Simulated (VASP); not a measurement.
SnO2, 6 atoms in the cell. The structure is tetragonal, space group P4_2/mnm (No. 136). The conventional cell has a = 4.737 Å, b = 4.737 Å, c = 3.186 Å, α = 90.00°, β = 90.00°, γ = 90.00°. Sn (site symmetry mmm) has 6 O at 2.05 to 2.06 Å within 2.7 Å. Within 2.7 Å of O (site symmetry m2m) lie 3 Sn at 2.05 to 2.06 Å and 1 O at 2.61 Å. 

* Program: VASP 6.6.1
* Task: electric field gradients
* Functional: r2SCAN
* Potentials or basis: VASP PAW PBE potentials, release 64 (Sn_d, O)
* Cutoff: 520 eV
* k mesh: 5 × 5 × 8
* Occupations: gaussian, width 0.01 eV
* Spin: no spin polarisation
* Dipole correction: no
* Further INCAR settings: ALGO = Normal; EDIFF = 1e-08; NBANDS = 35

Potentials or basis: VASP PAW PBE potentials, release 64 (Sn_d, O).

Run with:

```bash
$ cat potpaw_PBE.64/Sn_d/POTCAR potpaw_PBE.64/O/POTCAR > POTCAR
$ cp INCAR.step1 INCAR
$ mpirun -np 1 vasp_std > vasp.out
$ cp INCAR.step2 INCAR
$ mpirun -np 1 vasp_std > vasp.out
```

Hardware: 1 thread of Intel Xeon 8259CL, on a shared host.

Problem. Estimate the wall time of this run.

Solution. It took 5.7 min on 1 thread of Intel Xeon 8259CL, on a shared host, peak memory 0.21 GiB. Counts: k points 30.
